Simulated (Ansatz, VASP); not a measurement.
**Al12NO in VASP and in Ansatz**

The input INCAR:

```
  PREC = Accurate
  ENCUT = 520
  EDIFF = 1E-6
  ISMEAR = 0
  SIGMA = 0.1
  LREAL = False
  LASPH = True
  NELM = 150
  ALGO = Normal
  ISIF = 2
  LWAVE = False
  LCHARG = False
  ISPIN = 2
  MAGMOM = 0 0 0 0 0 0 0 0 0 0 0 0 1 0
  LORBIT = 11
  LDIPOL = True
  IDIPOL = 3
  DIPOL = 0.5 0.5 0.297
  GGA = PE
  NBANDS = 40
```

Contents of KPOINTS:

```
Automatic mesh
0
Gamma
  5 5 1
```

The input POSCAR:

```
Al12NO
1.0
    5.7143028096      0.0000000000      0.0000000000
    0.0000000000      5.7143028096      0.0000000000
    0.0000000000      0.0000000000     22.1750227966
Al N O
12 1 1
Direct
    0.2500000000      0.2500000000      0.1803831291
    0.2500000000      0.7500000000      0.1803831291
    0.7500000000      0.2500000000      0.1803831291
    0.7500000000      0.7500000000      0.1803831291
    0.0000000000      0.0000000000      0.2744094953
    0.0000000000      0.5000000000      0.2744094953
    0.5000000000      0.0000000000      0.2744094953
    0.5000000000      0.5000000000      0.2744094953
    0.2500000000      0.2500000000      0.3686590481
    0.2500000000      0.7500000000      0.3686590481
    0.7500000000      0.2500000000      0.3686590481
    0.7500000000      0.7500000000      0.3686590481
    0.3837128479      0.5000000000      0.4335969746
    0.6162871521      0.5000000000      0.4335969746
```

Input for Ansatz:

```yaml
crystal:
  lattice:
    - [5.7143028096, 0.0, 0.0]
    - [0.0, 5.7143028096, 0.0]
    - [0.0, 0.0, 22.1750227966]
  atoms:
    - { symbol: Al, position: [0.25, 0.25, 0.1803831291] }
    - { symbol: Al, position: [0.25, 0.75, 0.1803831291] }
    - { symbol: Al, position: [0.75, 0.25, 0.1803831291] }
    - { symbol: Al, position: [0.75, 0.75, 0.1803831291] }
    - { symbol: Al, position: [0.0, 0.0, 0.2744094953] }
    - { symbol: Al, position: [0.0, 0.5, 0.2744094953] }
    - { symbol: Al, position: [0.5, 0.0, 0.2744094953] }
    - { symbol: Al, position: [0.5, 0.5, 0.2744094953] }
    - { symbol: Al, position: [0.25, 0.25, 0.3686590481] }
    - { symbol: Al, position: [0.25, 0.75, 0.3686590481] }
    - { symbol: Al, position: [0.75, 0.25, 0.3686590481] }
    - { symbol: Al, position: [0.75, 0.75, 0.3686590481] }
    - { symbol: "N", position: [0.3837128479, 0.5, 0.4335969746], spin: 1.0 }
    - { symbol: O, position: [0.6162871521, 0.5, 0.4335969746] }
basis:
  ecutwfc: 420
kpoints:
  mp_grid: { grid: [5, 5, 1] }
hamiltonian:
  xc: pbe
scf:
  occupations: { method: gaussian, width: 0.1 }
output:
  forces: true
  eigenvalues: true
  populations: true
magnetization:
  spin_polarized: true
efield:
  axis: 3
  dipole_correction: true
  ramp_width: 0.04
```

Alike in both runs: task single point; functional PBE; k mesh 5 × 5 × 1; occupations gaussian, width 0.1 eV; collinear spin.

|  | VASP | Ansatz |
| --- | --- | --- |
| version | VASP 6.6.1 | Ansatz 0.2.0 |
| potentials or method | VASP PAW PBE potentials, release 64 (Al, N, O), cutoff 520 eV | scalar-relativistic, plane waves, PAW |
| valence electrons in the cell | 47 | 47 |

```csv
,VASP,Ansatz,Ansatz less VASP
gap on the k mesh at the Fermi level (eV),none,none,-
rms of the force components (eV/Å),0.678,0.625,-0.0527
net moment per atom (μB),0.00,0.00,0.000
```

Atom by atom the forces differ by 0.062 eV/Å (rms over components). A gap of «none» marks a metal or a gap that the smearing closes. Ansatz's warnings: seeded moment not kept.
